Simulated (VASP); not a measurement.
# InSb3 (Fm-3m) in VASP: further runs, part 2 of 2

VASP 6.6.1.

## Step 6: Single point, PBEsol+D3(BJ)

This run uses another cell than the first one, of 27.32 Å³/atom.

File INCAR:

```
SYSTEM = InSb3
PREC     = Accurate       ! precision mode
ENCUT    = 500            ! plane-wave cutoff, eV
EDIFF    = 1E-6           ! SCF threshold, eV
ISMEAR   = 0              ! smearing method
SIGMA    = 0.1            ! smearing width, eV
LREAL    = .FALSE.        ! projectors in reciprocal space
LASPH    = .TRUE.         ! aspherical terms in the spheres
NELM     = 120            ! most SCF steps
ALGO     = Normal         ! electronic algorithm
ISIF     = 2              ! what is computed and relaxed
LWAVE    = .FALSE.        ! write WAVECAR
LCHARG   = .FALSE.        ! write CHGCAR
GGA      = PS             ! functional
IVDW     = 12             ! dispersion correction
NBANDS   = 22             ! bands
GGA_COMPAT= .FALSE.
```

File KPOINTS:

```
regular mesh
0
G
  10 10 10
  0 0 0
```

File POSCAR:

```
InSb3
1.0
    0.0000000000      3.7945550000      3.7945550000
    3.7945550000      0.0000000000      3.7945550000
    3.7945550000      3.7945550000      0.0000000000
In Sb
1 3
Direct
    0.0000000000      0.0000000000      0.0000000000
    0.2500000000      0.2500000000      0.2500000000
    0.7500000000      0.7500000000      0.7500000000
    0.5000000000      0.5000000000      0.5000000000
```

Potentials or basis: VASP PAW PBE potentials, release 64 (In_d, Sb).

Launch:

```bash
$ cat potpaw_PBE.64/In_d/POTCAR potpaw_PBE.64/Sb/POTCAR > POTCAR
$ mpirun -np 1 vasp_std > vasp.out
```

OUTCAR:

```text
SYSTEM = InSb3
   PREC = Accurate
   ENCUT = 500
   EDIFF = 1E-6
   ISMEAR = 0
   LREAL = .FALSE.
   LASPH = .TRUE.
   NELM = 120
   ISIF = 2
   GGA = PS
   IVDW = 12
 IVDW          = 12

 ion  position               nearest neighbor table
   1  0.000  0.000  0.000-   2 3.29   3 3.29   3 3.29   3 3.29   3 3.29   2 3.29   2 3.29   2 3.29
                             4 3.79   4 3.79   4 3.79   4 3.79   4 3.79   4 3.79
   2  0.250  0.250  0.250-   1 3.29   4 3.29   1 3.29   1 3.29   1 3.29   4 3.29   4 3.29   4 3.29

   3  0.750  0.750  0.750-   1 3.29   4 3.29   4 3.29   4 3.29   4 3.29   1 3.29   1 3.29   1 3.29

   4  0.500  0.500  0.500-   2 3.29   3 3.29   2 3.29   2 3.29   2 3.29   3 3.29   3 3.29   3 3.29
                             1 3.79   1 3.79   1 3.79   1 3.79   1 3.79   1 3.79

  LATTYP: Found a face centered cubic cell.
 ALAT       =     7.5891100000

  Lattice vectors:

 A1 = (   0.0000000000,   3.7945550000,   3.7945550000)
 A2 = (   3.7945550000,   0.0000000000,   3.7945550000)
 A3 = (   3.7945550000,   3.7945550000,   0.0000000000)

Analysis of symmetry for initial positions (statically):
=====================================================================
 Subroutine PRICEL returns:
 Original cell was already a primitive cell.

 Routine SETGRP: Setting up the symmetry group for a
 face centered cubic supercell.

 Subroutine GETGRP returns: Found 48 space group operations
 (whereof 48 operations were pure point group operations)
 out of a pool of 48 trial point group operations.

The static configuration has the point symmetry O_h .

Analysis of symmetry for dynamics (positions and initial velocities):
=====================================================================
 Subroutine PRICEL returns:
 Original cell was already a primitive cell.

 Routine SETGRP: Setting up the symmetry group for a
 face centered cubic supercell.

 Subroutine GETGRP returns: Found 48 space group operations
 (whereof 48 operations were pure point group operations)
[... 126 lines left out ...]
     AMIX_MAG =   1.60;   BMIX_MAG =  1.00
  volume/ion in A,a.u.               =      27.32       184.35
  Fermi-wavevector in a.u.,A,eV,Ry     =   1.039816  1.964968 14.710866  1.081218
  Thomas-Fermi vector in A             =   2.174364
   LORBIT       =      0    0 simple, 1 ext, 2 COOP (PROOUT), +10 PAW based schemes
   GGA     = PS    functional components
   LHFCALC =     F    Hartree Fock is set to
   AEXX    =    0.0000 exact exchange contribution
   IVDW    =    12    specifies the selected vdW correction
   LEPSILON=     F    determine dielectric tensor
   LRPA    =     F    only Hartree local field effects (RPA)
 non-spin polarized calculation
 Gauss-broadening in eV      SIGMA  =   0.10
  energy-cutoff  :      500.00
  volume of cell :      109.27
 maximum number of plane-waves:      2790
   NGX = 19   NGY = 19   NGZ = 19

 number of electron      27.9999991 magnetization

 Free energy of the ion-electron system (eV)
  ---------------------------------------------------
  ext. energy  EPLUGINS =         0.00000000
  ---------------------------------------------------
  free energy    TOTEN  =       -16.10575559 eV

  energy without entropy =      -16.09576083  energy(sigma->0) =      -16.10075821

 E-fermi :   7.7995     XC(G=0): -10.2541

 val. band max:        7.7437278394   @ k =   0.4000   0.2000   0.1000
 cond. band min:       7.8272930039   @ k =   0.3000   0.2000   0.1000
 fundamental gap:      0.0835651645
 Fermi energy:         7.7995193542

 k-point     1 :       0.0000    0.0000    0.0000
  band No.  band energies     occupation
      1      -6.5875      2.00000
      2      -6.5875      2.00000
      3      -6.5875      2.00000
      4      -6.5554      2.00000
      5      -6.5554      2.00000
      6      -4.4245      2.00000
[... 589 lines left out ...]
     21      12.2396      0.00000
     22      12.6444      0.00000

 [... further k-points ...]

------------------------ aborting loop because EDIFF is reached ----------------------------------------

 Edisp (eV)   -1.82749

 E8    (eV) :    -1.2682

  FORCE on cell =-STRESS in cart. coord.  units (eV):
  Direction    XX          YY          ZZ          XY          YZ          ZX
  --------------------------------------------------------------------------------------
  -------------------------------------------------------------------------------------
  Total      -4.04007    -4.04007    -4.04007    -0.00000    -0.00000     0.00000
  in kB     -59.23624   -59.23624   -59.23624    -0.00000    -0.00000     0.00000
  external pressure =      -59.24 kB  Pullay stress =        0.00 kB

 VOLUME and BASIS-vectors are now :
 -----------------------------------------------------------------------------
  energy-cutoff  :      500.00
  volume of cell :      109.27
      direct lattice vectors                 reciprocal lattice vectors
     0.000000000  3.794555000  3.794555000    -0.131767757  0.131767757  0.131767757
     3.794555000  0.000000000  3.794555000     0.131767757 -0.131767757  0.131767757
     3.794555000  3.794555000  0.000000000     0.131767757  0.131767757 -0.131767757

 POSITION                                       TOTAL-FORCE (eV/Angst)
 -----------------------------------------------------------------------------------
      0.00000      0.00000      0.00000         0.000000      0.000000      0.000000
      1.89728      1.89728      1.89728        -0.000000     -0.000000     -0.000000
      5.69183      5.69183      5.69183         0.000000      0.000000      0.000000
      3.79455      3.79455      3.79455         0.000000      0.000000      0.000000
 -----------------------------------------------------------------------------------
    total drift:                               -0.000000      0.000000      0.000000

  FREE ENERGIE OF THE ION-ELECTRON SYSTEM (eV)
  ---------------------------------------------------
  free  energy   TOTEN  =       -17.9332489513 eV

  energy  without entropy=      -17.9232541924  energy(sigma->0) =      -17.92825157
```

stdout:

```text
POSCAR found type information on POSCAR InSb
 POSCAR found :  2 types and       4 ions
 scaLAPACK will be used
 -----------------------------------------------------------------------------
|                                                                             |
|                                                                             |
|     You enforced a specific xc type in the INCAR file but a different       |
|     I HOPE YOU KNOW WHAT YOU ARE DOING!                                     |
|                                                                             |
 -----------------------------------------------------------------------------

 LDA part: xc-table for (Slater+PW92), standard interpolation
 POSCAR, INCAR and KPOINTS ok, starting setup
 FFT: planning ... GRIDC
 FFT: planning ... GRID_SOFT
 FFT: planning ... GRID
 WAVECAR not read
 entering main loop
```

It took 32 s on 1 thread of Intel Xeon 6975P-C (Granite Rapids), shared host; peak memory 0.3 GiB.

What came out:

```yaml
Free_energy: -17.9332 eV
Pressure: -5.9 GPa
Band_gap_on_the_k_mesh: zero (bands 14 and 15 overlap by 3.46 eV)
Dispersion_energy_per_atom: -0.457 eV
```

Levels at points of the mesh, in eV from the Fermi level:
| k point | band 10 | band 11 | band 12 | band 13 | band 14 | band 15 | band 16 | band 17 | band 18 | band 19 |
| --- | --- | --- | --- | --- | --- | --- | --- | --- | --- | --- |
| (0.00, 0.00, 0.00) | -2.46 | -2.46 | -2.35 | -2.35 | -2.35 | -2.33 | -0.68 | -0.68 | -0.68 | 3.48 |
| (0.50, 0.00, 0.00) | -3.40 | -3.40 | -2.59 | -2.59 | -0.23 | -0.07 | 1.95 | 1.95 | 3.07 | 3.07 |
| (0.50, 0.50, 0.00) | -5.04 | -5.04 | 0.36 | 0.92 | 0.92 | 1.25 | 1.73 | 1.84 | 1.84 | 4.13 |

Caveat: the cell stands under tension; the PAW data sets were made with another functional, which shifts forces and pressure a little; spin-orbit coupling is left out, which moves the levels of the heavy elements.

## Step 7: Summary

```csv
task,cell,k mesh,cutoff (eV),smearing,gap on the mesh (eV),pressure (GPa),relaxed volume (Å³/atom)
single point,"a = 5.179 Å, angles 60.0°, 4 atoms",12 × 12 × 12,520,gaussian 0.15 eV,none,0.3,-
single point,"a = 5.179 Å, angles 60.0°, 4 atoms",10 × 10 × 10,520,gaussian 0.1 eV,none,0.0,-
relaxation of cell and atoms,"relaxed from a = 5.366 Å, angles 60.0°, 4 atoms",10 × 10 × 10,600,gaussian 0.1 eV,-,0.0,24.58
relaxation of cell and atoms,"relaxed from a = 5.179 Å, angles 60.0°, 4 atoms",10 × 10 × 10,600,gaussian 0.1 eV,-,0.0,24.58
single point,"a = 5.366 Å, angles 60.0°, 4 atoms",10 × 10 × 10,500,gaussian 0.1 eV,none,-5.9,-
```

Alike in all rows: level PBEsol+D3(BJ); potentials or basis VASP PAW PBE potentials, release 64 (In_d, Sb); no spin polarisation.

Caveats: the PAW data sets were made with another functional, which shifts forces and pressure a little; spin-orbit coupling is left out, which moves the levels of the heavy elements; the highest band is partly filled, so the run has too few bands (at least some runs); the cell stands under tension (at least some runs).

Absolute energies hang on the potentials; compare differences alone.
